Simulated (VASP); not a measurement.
# W6C (Im-3m) in VASP: further runs, part 2 of 2

VASP 6.6.1.

### 4 Relaxation of cell and atoms, PBE

Input file INCAR:

```
SYSTEM = W6C
PREC = Accurate
ENCUT = 600
EDIFF = 1E-7
ISMEAR = 0
SIGMA = 0.1
LREAL = .FALSE.
LASPH = .TRUE.
NELM = 80
ALGO = Normal
ISIF = 3
LWAVE = .FALSE.
LCHARG = .FALSE.
GGA = PE
IBRION = 2
NSW = 90
EDIFFG = -0.04
```

Input file KPOINTS:

```
regular mesh
0
G
  4 4 4
  0 0 0
```

Input file POSCAR:

```
W6C
1.0
   -3.0989559300      3.0989559300      3.0989559300
    3.0989559300     -3.0989559300      3.0989559300
    3.0989559300      3.0989559300     -3.0989559300
W C
6 1
Direct
    0.7256271800      0.7256271800      0.0000000000
    0.2743728200      0.2743728200      0.0000000000
    0.0000000000      0.2743728200      0.2743728200
    0.0000000000      0.7256271800      0.7256271800
    0.7256271800      0.0000000000      0.7256271800
    0.2743728200      0.0000000000      0.2743728200
    0.0000000000      0.0000000000      0.0000000000
```

Potentials or basis: VASP PAW PBE potentials, release 64 (W_sv, C).

The run is started by

```sh
$ cat potpaw_PBE.64/W_sv/POTCAR potpaw_PBE.64/C/POTCAR > POTCAR
$ mpirun -np 1 vasp_std > vasp.out
```

OUTCAR:

```text
SYSTEM = W6C
   PREC = Accurate
   ENCUT = 600
   EDIFF = 1E-7
   ISMEAR = 0
   LREAL = .FALSE.
   LASPH = .TRUE.
   NELM = 80
   ISIF = 3
   GGA = PE
   IBRION = 2
   NSW = 90
   EDIFFG = -0.04

 ion  position               nearest neighbor table
   1  0.726  0.726  0.000-   7 1.70   5 2.40   4 2.40   3 2.40   6 2.40   2 2.80   2 3.40
   2  0.274  0.274  0.000-   7 1.70   4 2.40   5 2.40   6 2.40   3 2.40   1 2.80   1 3.40
   3  0.000  0.274  0.274-   7 1.70   5 2.40   1 2.40   6 2.40   2 2.40   4 2.80   4 3.40
   4  0.000  0.726  0.726-   7 1.70   5 2.40   1 2.40   2 2.40   6 2.40   3 2.80   3 3.40
   5  0.726  0.000  0.726-   7 1.70   4 2.40   1 2.40   2 2.40   3 2.40   6 2.80   6 3.40
   6  0.274  0.000  0.274-   7 1.70   4 2.40   1 2.40   3 2.40   2 2.40   5 2.80   5 3.40
   7  0.000  0.000  0.000-   1 1.70   4 1.70   5 1.70   2 1.70   3 1.70   6 1.70

  LATTYP: Found a body centered cubic cell.
 ALAT       =     6.1979118600

  Lattice vectors:

 A1 = (  -3.0989559300,   3.0989559300,   3.0989559300)
 A2 = (   3.0989559300,  -3.0989559300,   3.0989559300)
 A3 = (   3.0989559300,   3.0989559300,  -3.0989559300)

Analysis of symmetry for initial positions (statically):
=====================================================================
 Subroutine PRICEL returns:
 Original cell was already a primitive cell.

 Routine SETGRP: Setting up the symmetry group for a
 body centered cubic supercell.

 Subroutine GETGRP returns: Found 48 space group operations
 (whereof 48 operations were pure point group operations)
 out of a pool of 48 trial point group operations.

[... 201 lines left out ...]

 val. band max:        0.9589428179   @ k =   0.2500   0.0000   0.0000
 cond. band min:       0.9821829669   @ k =   0.2500   0.2500   0.0000
 fundamental gap:      0.0232401491
 Fermi energy:         0.9781006280

 k-point     1 :       0.0000    0.0000    0.0000
  band No.  band energies     occupation
      1    -119.4591      2.00000
      2    -119.4588      2.00000
      3    -119.4588      2.00000
      4     -70.4156      2.00000
      5     -70.4156      2.00000
      6     -70.4156      2.00000
[... 504 lines left out ...]
  FREE ENERGIE OF THE ION-ELECTRON SYSTEM (eV)
  ---------------------------------------------------
  free  energy   TOTEN  =       -70.9929291492 eV

  energy  without entropy=      -70.9518029723  energy(sigma->0) =      -70.97236606

[... ionic steps 4 to 22 ...]

--------------------------------------- Ionic step       23  -------------------------------------------

 number of electron      88.0000009 magnetization

------------------------ aborting loop because EDIFF is reached ----------------------------------------
[... 77 lines left out ...]
--------------------------------------- Ionic step       25  -------------------------------------------

 number of electron      88.0000009 magnetization

 Free energy of the ion-electron system (eV)
  ---------------------------------------------------
  ext. energy  EPLUGINS =         0.00000000
  ---------------------------------------------------
  free energy    TOTEN  =       -74.07673392 eV

  energy without entropy =      -74.04574030  energy(sigma->0) =      -74.06123711

 E-fermi :   7.8347     XC(G=0): -12.0065

 val. band max:        7.8050038141   @ k =   0.5000   0.5000   0.2500
 cond. band min:       7.9218315663   @ k =   0.2500   0.2500   0.2500
 fundamental gap:      0.1168277522
 Fermi energy:         7.8346804942

 k-point     1 :       0.0000    0.0000    0.0000
  band No.  band energies     occupation
      1     -66.2669      2.00000
      2     -66.1944      2.00000
      3     -66.1944      2.00000
      4     -66.0856      2.00000
      5     -66.0856      2.00000
      6     -66.0856      2.00000
[... 463 lines left out ...]
  FREE ENERGIE OF THE ION-ELECTRON SYSTEM (eV)
  ---------------------------------------------------
  free  energy   TOTEN  =       -74.0767339188 eV

  energy  without entropy=      -74.0457403042  energy(sigma->0) =      -74.06123711

 reached required accuracy - stopping structural energy minimisation
```

CONTCAR:

```text
W6C
   1.00000000000000
    -3.1870696213891287    3.1870696213891287    3.1870696213891287
     3.1870696213891287   -3.1870696213891287    3.1870696213891287
     3.1870696213891287    3.1870696213891287   -3.1870696213891287
  W               C
     6     1
Direct
     0.6888727751229761    0.6888727751229761    0.0000000000000000
     0.3111272248770306    0.3111272248770306    0.0000000000000000
     0.0000000000000000    0.3111272248770308    0.3111272248770308
     0.0000000000000000    0.6888727751229761    0.6888727751229761
     0.6888727751229761    0.0000000000000000    0.6888727751229761
     0.3111272248770307    0.0000000000000000    0.3111272248770307
     0.0000000000000000    0.0000000000000000    0.0000000000000000

  0.00000000E+00  0.00000000E+00  0.00000000E+00
  0.00000000E+00  0.00000000E+00  0.00000000E+00
  0.00000000E+00  0.00000000E+00  0.00000000E+00
  0.00000000E+00  0.00000000E+00  0.00000000E+00
  0.00000000E+00  0.00000000E+00  0.00000000E+00
  0.00000000E+00  0.00000000E+00  0.00000000E+00
  0.00000000E+00  0.00000000E+00  0.00000000E+00
```

Run time: 25 min. Hardware: 1 thread of Intel Xeon Platinum 8375C at 2.90GHz (Ice Lake), shared host; peak memory 0.36 GiB.

Results:

* Free energy: -74.0767 eV
* Relaxed volume: 18.50 Å³/atom
* Relaxed cell: a = 5.520 Å, b = 5.520 Å, c = 5.520 Å, α = 109.47°, β = 109.47°, γ = 109.47°
* Space group after relaxing (to 0.05 Å): Im-3m (No. 229)
* Energy gained by relaxing: 2105.0 meV/atom
* Ionic steps: 25
* Pressure after relaxing: 0.0 GPa
* Band gap on the k mesh: zero (band 44 reaches 8.04 eV, above the bottom of band 45 at 7.05 eV)

Step by step:
```tsv
step	energy change (eV)	largest force (eV/Å)	pressure (GPa)	volume (Å³)
1	0.0000	22.5005	94.28	119.04
2	1186.3574	1771.1184	671.89	388.10
3	-11.6512	6.8366	10.75	123.64
4	-11.7498	6.8517	11.43	123.10
5	-12.1074	6.8744	14.25	121.06
6	-12.2696	6.6673	15.69	120.05
7	-12.3439	6.5160	16.42	119.55
8	-12.3792	6.4349	16.80	119.29
9	-12.3963	6.3935	16.99	119.17
10	-12.4047	6.3727	17.08	119.11
11	-12.4089	6.3622	17.13	119.07
12	-12.4110	6.3569	17.16	119.06
13	-12.4120	6.3546	17.17	119.05
14	-12.4126	6.3530	17.17	119.05
15	-12.4128	6.3524	17.18	119.05
16	-12.4130	6.3520	17.17	119.04
17	-12.4130	6.3519	17.18	119.04
18	-12.4131	6.3516	17.18	119.04
19	-12.4131	6.3517	17.18	119.04
20	-12.9274	3.3765	-2.40	145.99
21	-14.7281	0.0379	-1.62	130.77
22	-14.7309	0.0742	-1.40	130.44
23	-14.7313	0.1561	-1.23	130.20
24	-14.7246	0.2777	2.11	128.31
25	-14.7350	0.0014	0.00	129.49
```

Final structure:
```
CELL_PARAMETERS angstrom
-3.18707 3.18707 3.18707
3.18707 -3.18707 3.18707
3.18707 3.18707 -3.18707
ATOMIC_POSITIONS crystal
W 0.68887 0.68887 0.00000
W 0.31113 0.31113 0.00000
W 0.00000 0.31113 0.31113
W 0.00000 0.68887 0.68887
W 0.68887 0.00000 0.68887
W 0.31113 0.00000 0.31113
C 0.00000 0.00000 0.00000
```

Caveat: spin-orbit coupling is left out, which moves the levels of the heavy elements.

### 5 Summary

```tsv
task	cell	cutoff (eV)	gap on the mesh (eV)	pressure (GPa)	largest force (eV/Å)
single point	a = 5.368 Å, angles 109.5°, 7 atoms	520	none	94.3	22.50
single point	a = 5.508 Å, angles 109.5°, 7 atoms	520	none	1.0	0.09
relaxation of cell and atoms	relaxed from a = 5.368 Å, angles 109.5°, 7 atoms	600	none	0.0	-
```

Alike in all rows: level PBE; potentials or basis VASP PAW PBE potentials, release 64 (W_sv, C); no spin polarisation; k mesh 4 × 4 × 4; smearing gaussian 0.1 eV.

Caveats: spin-orbit coupling is left out, which moves the levels of the heavy elements; forces of over 1 eV/Å act on the atoms, so gaps and moduli don't describe the material at rest (some runs).

Total energies depend on the potentials used, so only differences within one code and one set of settings carry meaning.
